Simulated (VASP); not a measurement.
# MgO (P1) in VASP: single point with PBEsol

Aim: the single point of MgO with PBEsol.

Program: VASP 6.6.1. These are calculated values, not measurements. Logs are shortened: lines on timing, memory, paths and dates and some standing lists are left out, and cuts for length are marked.

## (1) The cell of the first run

The typed cell holds 24 atoms: a = 5.846 Å, b = 8.769 Å, c = 5.092 Å, α = 90.00°, β = 90.00°, γ = 120.00°.

## (2) Single point, PBEsol

File INCAR:

```
SYSTEM = MgO
PREC = Accurate
ENCUT = 520
EDIFF = 1E-7
ISMEAR = -1
SIGMA = 0.039
LREAL = Auto
LASPH = .True.
NELM = 80
ALGO = Normal
ISIF = 2
LWAVE = .False.
LCHARG = .False.
GGA = PS
NBANDS = 66
```

File KPOINTS:

```
Automatic mesh
0
Gamma
  4 2 4
  0 0 0
```

File POSCAR:

```
MgO
1.0
    5.8461105929      0.0000000000      0.0000000000
   -4.3845829447      7.5943204302      0.0000000000
    0.0000000000      0.0000000000      5.0921016473
Mg O
12 12
Direct
    0.0026596689     -0.0046155545     -0.0156801662
    0.0155342156      0.0159727261      0.4718511464
   -0.0096937233      0.3300168887     -0.0052938849
    0.0089595691      0.3447230103      0.4936087639
   -0.0054103859      0.6585696569     -0.0210901132
   -0.0101618130      0.6784916501      0.4751737431
    0.5087401265      0.0022182367      0.0190114037
    0.5094786923     -0.0047507872      0.5128028034
    0.4845723154      0.3304440500      0.0074908167
    0.5203246871      0.3354861075      0.5121400122
    0.4960242817      0.6595723799      0.0254093514
    0.4997819675      0.6632951620      0.5214275331
    0.1632714570      0.2280121067      0.2309217454
    0.3390450008      0.1089012516      0.7571549563
    0.1547175237      0.5553236842      0.2417569572
    0.3214353682      0.4368280257      0.7622874147
    0.1708539375      0.8969443761      0.2363479921
    0.3425534840      0.7828009174      0.7544301481
    0.6585124945      0.2164622911      0.2450854454
    0.8401331302      0.1054175956      0.7532165038
    0.6549571560      0.5510622100      0.2585559149
    0.8375776619      0.4447140506      0.7587044147
    0.6551391990      0.8800046115      0.2513634033
    0.8301913381      0.7792137630      0.7549580245
```

Potentials or basis: VASP PAW PBE potentials, release 64 (Mg, O).

Run with:

```
cat potpaw_PBE.64/Mg/POTCAR potpaw_PBE.64/O/POTCAR > POTCAR
mpirun -np 1 vasp_std > vasp.out
```

OUTCAR:

```text
SYSTEM = MgO
   PREC = Accurate
   ENCUT = 520
   EDIFF = 1E-7
   ISMEAR = -1
   LREAL = Auto
   LASPH = .True.
   NELM = 80
   ISIF = 2
   GGA = PS

 ion  position               nearest neighbor table
   1  0.003  0.995  0.984-  24 2.02  20 2.03  17 2.05  14 2.06  13 2.17  23 2.22   2 2.49   2 2.61
                             9 2.88   7 2.92   5 2.93   7 2.93  11 2.96   3 2.97
   2  0.016  0.016  0.472-  13 2.03  17 2.07  20 2.13  23 2.15  14 2.19  24 2.31   1 2.49   1 2.61
                             8 2.88  10 2.89   6 2.89   4 2.90   8 2.99  12 3.07   9 3.63
   3  0.990  0.330  0.995-  22 2.04  13 2.04  16 2.05  20 2.11  19 2.11  15 2.12   4 2.54   4 2.55
                             7 2.85   5 2.87   9 2.89  11 2.93   9 2.96   1 2.97
   4  0.009  0.345  0.494-  15 2.05  16 2.09  22 2.12  13 2.14  19 2.18  20 2.25   3 2.54   3 2.55
                            10 2.82  12 2.84   2 2.90   6 2.99   8 3.00  10 3.03
   5  0.995  0.659  0.979-  22 1.97  15 2.08  24 2.09  18 2.10  21 2.23  17 2.24   6 2.53   6 2.57
                             3 2.87  11 2.93   1 2.93   9 2.93  11 2.94   7 3.02
   6  0.990  0.678  0.475-  21 2.03  17 2.06  24 2.12  15 2.13  18 2.29  22 2.29   5 2.53   5 2.57
                            12 2.81   2 2.89  10 2.89   8 2.92   4 2.99  12 3.06  11 3.62
   7  0.509  0.002  0.019-  19 1.99  17 2.04  23 2.05  14 2.14  18 2.14  20 2.16   8 2.52   8 2.58
                             3 2.85   1 2.92   1 2.93   9 2.95  11 2.97   5 3.02
   8  0.509  0.995  0.513-  18 2.03  20 2.07  23 2.09  14 2.13  19 2.17  17 2.22   7 2.52   7 2.58
                             2 2.88  12 2.88   6 2.92  10 2.95   2 2.99   4 3.00
   9  0.485  0.330  0.007-  13 1.99  16 2.06  21 2.11  14 2.11  19 2.12  22 2.19  10 2.53  10 2.58
                            11 2.85   1 2.88   3 2.89   5 2.93   7 2.95   3 2.96   2 3.63
  10  0.520  0.335  0.512-  22 2.04  21 2.09  19 2.11  14 2.13  16 2.19  13 2.31   9 2.53   9 2.58
                             4 2.82   2 2.89   6 2.89  12 2.94   8 2.95   4 3.03
  11  0.496  0.660  0.025-  21 2.02  23 2.03  15 2.05  16 2.16  24 2.18  18 2.20  12 2.53  12 2.57
                             9 2.85   3 2.93   5 2.93   5 2.94   1 2.96   7 2.97   6 3.62
  12  0.500  0.663  0.521-  24 2.05  18 2.08  16 2.11  21 2.12  23 2.15  15 2.25  11 2.53  11 2.57
                             6 2.81   4 2.84   8 2.88  10 2.94   6 3.06   2 3.07
  13  0.163  0.228  0.231-   9 1.99   2 2.03   3 2.04   4 2.14   1 2.17  10 2.31
  14  0.339  0.109  0.757-   1 2.06   9 2.11  10 2.13   8 2.13   7 2.14   2 2.19
  15  0.155  0.555  0.242-  11 2.05   4 2.05   5 2.08   3 2.12   6 2.13  12 2.25
  16  0.321  0.437  0.762-   3 2.05   9 2.06   4 2.09  12 2.11  11 2.16  10 2.19
  17  0.171  0.897  0.236-   7 2.04   1 2.05   6 2.06   2 2.07   8 2.22   5 2.24
  18  0.343  0.783  0.754-   8 2.03  12 2.08   5 2.10   7 2.14  11 2.20   6 2.29
  19  0.659  0.216  0.245-   7 1.99  10 2.11   3 2.11   9 2.12   8 2.17   4 2.18
  20  0.840  0.105  0.753-   1 2.03   8 2.07   3 2.11   2 2.13   7 2.16   4 2.25
  21  0.655  0.551  0.259-  11 2.02   6 2.03  10 2.09   9 2.11  12 2.12   5 2.23
  22  0.838  0.445  0.759-   5 1.97   3 2.04  10 2.04   4 2.12   9 2.19   6 2.29
  23  0.655  0.880  0.251-  11 2.03   7 2.05   8 2.09  12 2.15   2 2.15   1 2.22
  24  0.830  0.779  0.755-   1 2.02  12 2.05   5 2.09   6 2.12  11 2.18   2 2.31

  LATTYP: Found a simple monoclinic cell.
 ALAT       =     5.8461105929
 B/A-ratio  =     0.8710238314
 C/A-ratio  =     1.3228756555
 COS(beta)  =    -0.1889822365

  Lattice vectors:

 A1 = (   5.8461105929,   0.0000000000,   0.0000000000)
 A2 = (   0.0000000000,   0.0000000000,   5.0921016473)
 A3 = (  -1.4615276482,  -7.5943204302,   0.0000000000)

Analysis of symmetry for initial positions (statically):
=====================================================================
 Subroutine PRICEL returns:
 Original cell was already a primitive cell.

 Routine SETGRP: Setting up the symmetry group for a
 simple monoclinic supercell.

 Subroutine GETGRP returns: Found  1 space group operations
 (whereof  1 operations were pure point group operations)
 out of a pool of  4 trial point group operations.

The static configuration has the point symmetry C_1 .

Analysis of symmetry for dynamics (positions and initial velocities):
=====================================================================
 Subroutine PRICEL returns:
 Original cell was already a primitive cell.

 Routine SETGRP: Setting up the symmetry group for a
 simple monoclinic supercell.

 Subroutine GETGRP returns: Found  1 space group operations
 (whereof  1 operations were pure point group operations)
 out of a pool of  4 trial point group operations.

The dynamic configuration has the point symmetry C_1 .

 Subroutine INISYM returns: Found  1 space group operations
 (whereof  1 operations are pure point group operations),
 and found     1 'primitive' translations

----------------------------------------------------------------------------------------

                                     Primitive cell

  volume of cell :     226.0752

  direct lattice vectors                    reciprocal lattice vectors
     5.846110593  0.000000000  0.000000000     0.171053897  0.098758014  0.000000000
    -4.384582945  7.594320430  0.000000000     0.000000000  0.131677351  0.000000000
     0.000000000  0.000000000  5.092101647     0.000000000  0.000000000  0.196382568

  length of vectors
     5.846110593  8.769165889  5.092101647     0.197516027  0.131677351  0.196382568

  position of ions in fractional coordinates (direct lattice)
     0.002659669  0.995384446  0.984319834
     0.015534216  0.015972726  0.471851146
     0.990306277  0.330016889  0.994706115
     0.008959569  0.344723010  0.493608764
     0.994589614  0.658569657  0.978909887
     0.989838187  0.678491650  0.475173743
[... 16 lines left out ...]
     0.655139199  0.880004611  0.251363403
     0.830191338  0.779213763  0.754958024

  ion indices of the primitive-cell ions
   primitive index   ion index
                 1           1
                 2           2
                 3           3
                 4           4
                 5           5
                 6           6
[... 16 lines left out ...]
                23          23
                24          24

----------------------------------------------------------------------------------------

 KPOINTS: Automatic mesh

Automatic generation of k-mesh.
 Grid dimensions read from file:
 generate k-points for:    4    2    4

 Generating k-lattice:

  Cartesian coordinates                     Fractional coordinates (reciprocal lattice)
     0.042763474  0.024689503  0.000000000     0.250000000  0.000000000  0.000000000
     0.000000000  0.065838676  0.000000000     0.000000000  0.500000000  0.000000000
     0.000000000  0.000000000  0.049095642     0.000000000  0.000000000  0.250000000

  Length of vectors
     0.049379007  0.065838676  0.049095642

  Shift w.r.t. Gamma in fractional coordinates (k-lattice)
     0.000000000  0.000000000  0.000000000

 Subroutine IBZKPT returns following result:
 ===========================================

 Found     20 irreducible k-points:

 Following reciprocal coordinates:
            Coordinates               Weight
  0.000000  0.000000  0.000000      1.000000
  0.250000  0.000000  0.000000      2.000000
  0.500000  0.000000  0.000000      1.000000
  0.000000  0.500000  0.000000      1.000000
  0.250000  0.500000  0.000000      2.000000
  0.500000  0.500000  0.000000      1.000000
[... 12 lines left out ...]
  0.250000  0.500000  0.500000      2.000000
  0.500000  0.500000  0.500000      1.000000
   k-points           NKPTS =     20   k-points in BZ     NKDIM =     20   number of bands    NBANDS=     66
   number of dos      NEDOS =    301   number of ions     NIONS =     24
   total plane-waves  NPLWV = 134400
   dimension x,y,z NGX =    48 NGY =   70 NGZ =   40
   dimension x,y,z NGXF=    96 NGYF=  140 NGZF=   80
   ions per type =              12  12
   NGX,Y,Z   is equivalent  to a cutoff of  13.65, 13.27, 13.06 a.u.
   NGXF,Y,Z  is equivalent  to a cutoff of  27.30, 26.54, 26.12 a.u.
 SYSTEM =  MgO
   PREC   = accura    normal or accurate (medium, high low for compatibility)
   ISTART =      0    job   : 0-new  1-cont  2-samecut
   ICHARG =      2    charge: 1-file 2-atom 10-const
   ISPIN  =      1    spin polarized calculation?
   LNONCOLLINEAR =      F non collinear calculations
   LSORBIT =      F    spin-orbit coupling
   LASPH  =      T    aspherical Exc in radial PAW
   ENCUT  =  520.0 eV  38.22 Ry    6.18 a.u.  10.87 16.30  9.47*2*pi/ulx,y,z
   NELM   =     80;   NELMIN=  2; NELMDL= -5     # of ELM steps
   EDIFF  = 0.1E-06   stopping-criterion for ELM
   LREAL  =      T    real-space projection
   EDIFFG = 0.1E-05   stopping-criterion for IOM
   NSW    =      0    number of steps for IOM
   IBRION =     -1    ionic relax: 0-MD 1-quasi-New 2-CG
   NFREE  =      0    steps in history (QN), initial steepest desc. (CG)
   ISIF   =      2    stress and relaxation
   ISYM   =      2    0-nonsym 1-usesym 2-fastsym
   POTIM  = 0.5000    time-step for ionic-motion
   TEBEG  =    0.0;   TEEND  =   0.0 temperature during run
   PSTRESS=    0.0 pullay stress
   NELECT =      96.0000    total number of electrons
   NUPDOWN=      -1.0000    fix difference up-down
   EMIN   =  10.00;   EMAX   =-10.00  energy-range for DOS
   EFERMI =   0.00;   METHOD = LEGACY
   ISMEAR =    -1;   SIGMA  =   0.04  broadening in eV -4-tet -1-fermi 0-gaus
   EFERMI_NEDOS =   21; number of points for ismear=-14 and -15
   IALGO  =     38    algorithm
   IMIX   =      4    mixing-type and parameters
     AMIX     =   0.40;   BMIX     =  1.00
     AMIX_MAG =   1.60;   BMIX_MAG =  1.00
  volume/ion in A,a.u.               =       9.42        63.57
  Fermi-wavevector in a.u.,A,eV,Ry     =   1.230498  2.325304 20.600925  1.514125
  Thomas-Fermi vector in A             =   2.365344
   LORBIT       =      0    0 simple, 1 ext, 2 COOP (PROOUT), +10 PAW based schemes
   GGA     = PS    functional components
   LHFCALC =     F    Hartree Fock is set to
   AEXX    =    0.0000 exact exchange contribution
   IVDW    =     0    specifies the selected vdW correction
   LEPSILON=     F    determine dielectric tensor
   LRPA    =     F    only Hartree local field effects (RPA)
 non-spin polarized calculation
  energy-cutoff  :      520.00
  volume of cell :      226.08
 maximum number of plane-waves:      6114
 NGX is ok and might be reduce to    48
   NGX = 21   NGY = 33   NGZ = 19

 number of electron      95.9999995 magnetization

 Free energy of the ion-electron system (eV)
  ---------------------------------------------------
  ext. energy  EPLUGINS =         0.00000000
  ---------------------------------------------------
  free energy    TOTEN  =      -145.68319893 eV

  energy without entropy =     -145.68319893  energy(sigma->0) =     -145.68319893

 E-fermi :   4.1614     XC(G=0): -11.2532

 val. band max:        3.2628602914   @ k =   0.0000   0.0000   0.0000
 cond. band min:       7.4634317810   @ k =   0.0000   0.0000   0.0000
 fundamental gap:      4.2005714896
 Fermi energy:         4.1613644649

 k-point     1 :       0.0000    0.0000    0.0000
  band No.  band energies     occupation
      1     -14.1942      2.00000
      2     -13.3475      2.00000
      3     -13.2490      2.00000
      4     -13.1062      2.00000
      5     -12.9831      2.00000
      6     -12.9164      2.00000
[... 1249 lines left out ...]
     59      12.6973      0.00000
     60      12.8020      0.00000
 [bands above 60 left out]

------------------------ aborting loop because EDIFF is reached ----------------------------------------

  FORCE on cell =-STRESS in cart. coord.  units (eV):
  Direction    XX          YY          ZZ          XY          YZ          ZX
  --------------------------------------------------------------------------------------
  -------------------------------------------------------------------------------------
  Total        2.5567271      3.4375775      4.8198585      0.7662635     -0.0357600      0.5429291
  in kB       18.1193221     24.3618391     34.1579550      5.4304484     -0.2534281      3.8476955
  external PRESSURE =      25.5463720 kB  Pullay stress =       0.0000000 kB

 VOLUME and BASIS-vectors are now :
 -----------------------------------------------------------------------------
  energy-cutoff  :      520.00
  volume of cell :      226.08
      direct lattice vectors                 reciprocal lattice vectors
     5.846110593  0.000000000  0.000000000     0.171053897  0.098758014  0.000000000
    -4.384582945  7.594320430  0.000000000     0.000000000  0.131677351  0.000000000
     0.000000000  0.000000000  5.092101647     0.000000000  0.000000000  0.196382568

 POSITION                                       TOTAL-FORCE (eV/Angst)
 -----------------------------------------------------------------------------------
     -4.34880      7.55927      5.01226        -0.147709      0.039892     -0.335208
      0.02078      0.12130      2.40271        -0.122886     -0.415227      1.094326
      4.34245      2.50625      5.06514         0.086959     -0.253914      0.025530
     -1.45909      2.61794      2.51351         0.153567     -0.520484      0.138275
      2.92693      5.00139      4.98471         0.296031      0.836949      0.219649
      2.81180      5.15268      2.41963         0.823970      0.146767      0.668626
[... 16 lines left out ...]
     -0.02844      6.68304      1.27997         0.541498      0.514876      0.407494
      1.43686      5.91760      3.84432         0.418423     -0.750563     -0.457579
 -----------------------------------------------------------------------------------
    total drift:                               -0.003929     -0.006103     -0.017346

  FREE ENERGIE OF THE ION-ELECTRON SYSTEM (eV)
  ---------------------------------------------------
  free  energy   TOTEN  =      -145.6831989303 eV

  energy  without entropy=     -145.6831989303  energy(sigma->0) =     -145.68319893
```

Wall time 10 min (1 thread of Intel Xeon Platinum 8375C at 2.90GHz (Ice Lake), shared host); peak memory 0.44 GiB.

Results:

```yaml
Free_energy: -145.6832 eV
Pressure: 2.6 GPa
Largest_force: 1.189 eV/Å
Band_gap_on_the_k_mesh: 4.20 eV
```

Forces in eV/Å, atoms in the order of the input:
```
Mg  -0.148  0.040 -0.335
Mg  -0.123 -0.415  1.094
Mg   0.087 -0.254  0.026
Mg   0.154 -0.520  0.138
Mg   0.296  0.837  0.220
Mg   0.824  0.147  0.669
Mg  -0.197 -0.509 -1.057
Mg  -0.318  0.142  0.186
Mg   0.433 -0.266 -0.104
Mg  -0.544 -0.399 -0.200
Mg  -0.466  0.514 -0.878
Mg  -0.490  0.442  0.041
O   -0.004 -0.380  1.057
O   -0.020  0.424 -0.746
O    0.047 -0.004  0.588
O    0.476  0.668 -0.688
O   -0.229 -0.602  0.675
O   -0.361 -0.712 -0.147
O    0.223  0.697  0.789
O   -0.459  0.588 -0.549
O    0.314  0.028  0.061
O   -0.456 -0.228 -0.789
O    0.541  0.515  0.407
O    0.418 -0.751 -0.458
```

Stress tensor (GPa, compression positive):
```
 1.81  0.54  0.38
 0.54  2.44 -0.03
 0.38 -0.03  3.42
```

Levels at points of the mesh, in eV from the valence-band top:
```tsv
k point	band 46	band 47	band 48	band 49	band 50	band 51
(0.00, 0.00, 0.00)	-0.51	-0.07	0.00	4.20	7.27	7.39
(0.50, 0.00, 0.00)	-0.59	-0.50	-0.38	6.42	6.55	7.04
(0.00, 0.50, 0.00)	-0.56	-0.34	-0.11	5.43	5.59	8.02
(0.50, 0.50, 0.00)	-0.68	-0.48	-0.35	6.11	6.23	7.94
(0.00, 0.00, 0.50)	-0.40	-0.21	-0.18	6.50	6.72	7.97
(0.50, 0.00, 0.50)	-0.77	-0.62	-0.53	7.70	7.75	8.08
(0.00, 0.50, 0.50)	-0.56	-0.53	-0.27	7.19	7.37	7.56
(0.50, 0.50, 0.50)	-0.75	-0.66	-0.50	7.59	7.71	7.99
```

Caveat: the PAW data sets were made with another functional, which shifts forces and pressure a little.
